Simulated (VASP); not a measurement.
**LiLuSe2: single point with PBE**

The system is LiLuSe2.

```
CELL_PARAMETERS angstrom
0.00000 5.63909 5.63909
5.63909 0.00000 5.63909
5.63909 5.63909 0.00000
ATOMIC_POSITIONS crystal
Li 0.12500 0.12500 0.12500
Li 0.62500 0.12500 0.12500
Li 0.12500 0.12500 0.62500
Li 0.12500 0.62500 0.12500
Lu 0.62500 0.62500 0.62500
Lu 0.12500 0.62500 0.62500
Lu 0.62500 0.62500 0.12500
Lu 0.62500 0.12500 0.62500
Se 0.37524 0.37524 0.37524
Se 0.37572 0.87476 0.87476
Se 0.37524 0.37524 0.87428
Se 0.87476 0.37572 0.87476
Se 0.87428 0.37524 0.37524
Se 0.87476 0.87476 0.87476
Se 0.37524 0.87428 0.37524
Se 0.87476 0.87476 0.37572
```

- Program: VASP 6.6.1
- Task: single point
- Functional: PBE
- Potentials or basis: VASP PAW PBE potentials, release 64 (Li_sv, Lu, Se)
- Cutoff: 520 eV
- k mesh: 4 × 4 × 4
- Occupations: gaussian, width 0.02 eV
- Spin: no spin polarisation

| Quantity | Value |
| --- | --- |
| Largest force | 0.015 eV/Å |
| Band gap on the k mesh | 1.62 eV |

Forces on the atoms (eV/Å):
```
Li   0.000  0.000  0.000
Li   0.000  0.000  0.000
Li   0.000  0.000  0.000
Li   0.000  0.000  0.000
Lu   0.000  0.000  0.000
Lu   0.000  0.000  0.000
Lu   0.000  0.000  0.000
Lu   0.000  0.000  0.000
Se  -0.009 -0.009 -0.009
Se   0.009 -0.009 -0.009
Se   0.009  0.009 -0.009
Se  -0.009  0.009 -0.009
Se  -0.009  0.009  0.009
Se   0.009  0.009  0.009
Se   0.009 -0.009  0.009
Se  -0.009 -0.009  0.009
```

Levels at points of the mesh, in eV from the valence-band top:
| k point | band 76 | band 77 | band 78 | band 79 | band 80 | band 81 | band 82 | band 83 | band 84 | band 85 |
| --- | --- | --- | --- | --- | --- | --- | --- | --- | --- | --- |
| (0.00, 0.00, 0.00) | -1.25 | -1.25 | 0.00 | 0.00 | 0.00 | 1.62 | 1.62 | 1.74 | 3.29 | 3.29 |
| (0.50, 0.00, 0.00) | -0.81 | -0.81 | -0.76 | -0.32 | -0.32 | 2.48 | 2.48 | 2.48 | 3.23 | 3.44 |
| (0.50, 0.50, 0.00) | -1.31 | -0.85 | -0.85 | -0.78 | -0.78 | 2.33 | 2.33 | 3.64 | 3.64 | 3.87 |

Wall time 8.4 min on 1 thread of Intel(R) Xeon(R) Platinum 8259CL CPU @ 2.50GHz (Skylake/Cascade Lake), on a shared host, peak memory 0.6 GiB.

Caveat: spin-orbit coupling is left out, which moves the levels of the heavy elements. A k mesh can miss the band edges.
